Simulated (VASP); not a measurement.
Wanted: the native input for a VASP 6.6.1 run.

```
Task                   : single point
Functional             : PBE
Potentials or basis    : VASP PAW PBE potentials, release 64 (Y_sv, Te)
Cutoff                 : 520 eV
k mesh                 : 10 × 10 × 10
Occupations            : gaussian, width 0.1 eV
Spin                   : no spin polarisation
Dipole correction      : no
Further INCAR settings : ALGO = Fast; EDIFF = 1e-06; NBANDS = 28
```

The structure of Y3Te lies in POSCAR:

```
Y3Te
1.0
    4.8068640510      0.0000000000      0.0000000000
    0.0000000000      4.8068640510      0.0000000000
    0.0000000000      0.0000000000      4.8068640510
Y Te
3 1
Direct
    0.0000000000      0.5000000000      0.5000000000
    0.5000000000      0.0000000000      0.5000000000
    0.5000000000      0.5000000000      0.0000000000
    0.0000000000      0.0000000000      0.0000000000
```

One way to write it, as run:

INCAR

```
SYSTEM = Y3Te
PREC = Accurate ; ENCUT = 520
EDIFF = 1E-6 ; ISMEAR = 0
SIGMA = 0.1 ; LREAL = .FALSE.
LASPH = .TRUE. ; NELM = 100
ALGO = Fast ; ISIF = 2
LWAVE = .FALSE. ; LCHARG = .TRUE.
GGA = PE ; LELF = .TRUE.
LVHAR = .TRUE. ; NBANDS = 28
```

KPOINTS

```
regular mesh
0
G
  10 10 10
  0 0 0
```

Potentials or basis: VASP PAW PBE potentials, release 64 (Y_sv, Te).

Launch:

```console
$ cat potpaw_PBE.64/Y_sv/POTCAR potpaw_PBE.64/Te/POTCAR > POTCAR
$ mpirun -np 1 vasp_std > vasp.out
```

Results of the run:

```yaml
Pressure: -0.1 GPa
```

It took 2.8 min on 1 thread of Intel(R) Xeon(R) Platinum 8488C (Sapphire Rapids), with other jobs on the host, peak memory 0.33 GiB.
